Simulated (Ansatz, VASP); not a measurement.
# One calculation of CsPbI2Br, two programs

```xyz
5
Lattice="6.3651 0.0000 0.0000 0.0000 6.3651 0.0000 0.0000 0.0000 5.9242" Properties=species:S:1:pos:R:3 pbc="T T T"
Cs    3.1826    3.1826    2.9621
Pb    0.0000    0.0000    0.0000
I     0.0000    3.1826    0.0000
I     3.1826    0.0000    0.0000
Br    0.0000    0.0000    2.9621
```

Alike in both runs: task single point; functional LDA; k mesh 4 × 4 × 4; no spin polarisation.

|  | VASP | Ansatz |
| --- | --- | --- |
| version | VASP 6.6.1 | Ansatz 0.2.0 |
| potentials or method | VASP PAW LDA potentials, release 64 (Cs_sv, Pb_d, I, Br) | plane waves |
| plane-wave cutoff (eV) | 520 | 420 |
| occupations | gaussian, width 0.01 eV | fixed |
| valence electrons in the cell | 44 | 64 |

|  | VASP | Ansatz | Ansatz less VASP |
| --- | --- | --- | --- |
| gap on the k mesh at the Fermi level (eV) | 1.29 | 1.32 | +0.026 |
| pressure (GPa) | -1.6 | -1.6 | -0.02 |

LDA's correlation is that of Perdew and Zunger in VASP and of Perdew and Wang (1992) in Ansatz. VASP's potentials hold 44 valence electrons a cell and Ansatz's 64, so a difference there can come from the potentials and not from the codes.

Neither program's run includes spin-orbit coupling.
